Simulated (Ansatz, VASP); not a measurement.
## One calculation of CuI, two programs

```
Cu I
1.0
     3.64947    0.00000    0.00000
     0.00000    3.64947    0.00000
     0.00000    0.00000    3.64947
Cu I
1 1
Direct
  0.00000 0.00000 0.00000
  0.50000 0.50000 0.50000
```

Alike in both runs: task single point; functional PBE; k mesh 6 × 6 × 6; occupations fermi-dirac, width 0.02 eV; no spin polarisation.

|  | VASP | Ansatz |
| --- | --- | --- |
| version | VASP 6.6.1 | Ansatz 0.2.0 |
| potentials or method | VASP PAW PBE potentials, release 64 (Cu, I) | plane waves, PAW |
| plane-wave cutoff (eV) | 520 | 420 |
| valence electrons in the cell | 18 | 36 |

```csv
,VASP,Ansatz,Ansatz less VASP
pressure (GPa),0.0,0.0,+0.01
```

VASP's potentials hold 18 valence electrons a cell and Ansatz's 36, so a difference there can come from the potentials and not from the codes.

Neither program's run includes spin-orbit coupling.
